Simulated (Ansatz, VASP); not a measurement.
**One calculation of MoS2, two programs**

```
Mo S
1.0
     3.11953    0.00000    0.00000
    -1.55977    2.70159    0.00000
     0.00000    0.00000   21.22815
Mo S
2 4
Direct
  0.33333 0.66667 0.85116
  0.66667 0.33333 0.14884
  0.66667 0.33333 0.77963
  0.33333 0.66667 0.07725
  0.66667 0.33333 0.92275
  0.33333 0.66667 0.22037
```

Alike in both runs: task single point; functional PBE; k mesh 10 × 10 × 2; occupations fermi-dirac, width 0.05 eV; no spin polarisation.

|  | VASP | Ansatz |
| --- | --- | --- |
| version | VASP 6.6.1 | Ansatz 0.2.0 |
| potentials or method | VASP PAW PBE potentials, release 64 (Mo_sv, S) | Ansatz PAW |
| plane-wave cutoff (eV) | 520 | 420 |
| valence electrons in the cell | 52 | 52 |

Ansatz gave:

```
gap on the k mesh at the Fermi level (eV) : 1.48
least direct gap on the mesh (eV)         : 2.06
rms of the force components (eV/Å)        : 0.624
```

Question: Which values does VASP return?

Answer: gap on the k mesh at the Fermi level (eV): 1.49; least direct gap on the mesh (eV): 2.06; rms of the force components (eV/Å): 0.615.

Atom by atom the forces differ by 0.009 eV/Å (rms over components).
